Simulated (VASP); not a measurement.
## Si4BW: single point with PBE

Si4BW:

```
CELL_PARAMETERS angstrom
4.52812 0.00000 0.00000
-2.26406 3.92147 0.00000
0.00000 0.00000 4.58320
ATOMIC_POSITIONS crystal
Si 0.33333 0.66667 0.24803
Si 0.33333 0.66667 0.75197
Si 0.66667 0.33333 0.75197
Si 0.66667 0.33333 0.24803
B 0.00000 0.00000 0.50000
W 0.00000 0.00000 0.00000
```

The cell was built from a structure type or drawn by symmetry, and may not be a known phase.

```
Program                : VASP 6.6.1
Task                   : single point
Functional             : PBE
Potentials or basis    : VASP PAW PBE potentials, release 64 (Si, B, W_sv)
Cutoff                 : 520 eV
k mesh                 : 6 × 6 × 2
Occupations            : gaussian, width 0.1 eV
Spin                   : no spin polarisation
Dipole correction      : no
Further INCAR settings : ALGO = Normal; EDIFF = 1e-07; NBANDS = 26
```

```yaml
Pressure: 0.0 GPa
Largest_force: 0.009 eV/Å
Band_gap_on_the_k_mesh: zero (an odd number of electrons rules out a gap without spin polarisation)
```

Forces in eV/Å, atoms in the order of the input:
```
Si   0.000  0.000  0.009
Si   0.000  0.000 -0.009
Si   0.000  0.000 -0.009
Si   0.000  0.000  0.009
B    0.000  0.000  0.000
W    0.000  0.000  0.000
```

Stress tensor (GPa, compression positive):
```
 0.14  0.00  0.00
 0.00  0.14  0.00
 0.00  0.00 -0.16
```

Levels at points of the mesh, in eV from the Fermi level:
| k point | band 13 | band 14 | band 15 | band 16 | band 17 | band 18 | band 19 | band 20 | band 21 | band 22 |
| --- | --- | --- | --- | --- | --- | --- | --- | --- | --- | --- |
| (0.00, 0.00, 0.00) | -3.54 | -2.29 | -2.12 | -2.12 | 0.01 | 0.01 | 0.38 | 0.38 | 1.17 | 1.91 |
| (0.50, 0.00, 0.00) | -3.24 | -3.10 | -2.00 | -0.37 | -0.07 | 0.93 | 1.32 | 1.76 | 2.84 | 3.40 |
| (0.00, 0.00, 0.50) | -4.47 | -3.78 | -3.43 | -3.43 | -0.42 | -0.42 | 0.70 | 2.11 | 2.52 | 2.52 |
| (0.50, 0.00, 0.50) | -2.80 | -1.80 | -1.47 | 0.62 | 1.05 | 1.14 | 1.63 | 2.23 | 2.97 | 3.21 |

Run time: 17 s on 1 thread of Intel(R) Xeon(R) 6975P-C (Granite Rapids) (shared host), peak memory 0.21 GiB.

Caveat: the k points lie up to 0.69 Å⁻¹ apart, too coarse for converged energies and pressures of a metal; spin-orbit coupling is left out, which moves the levels of the heavy elements.
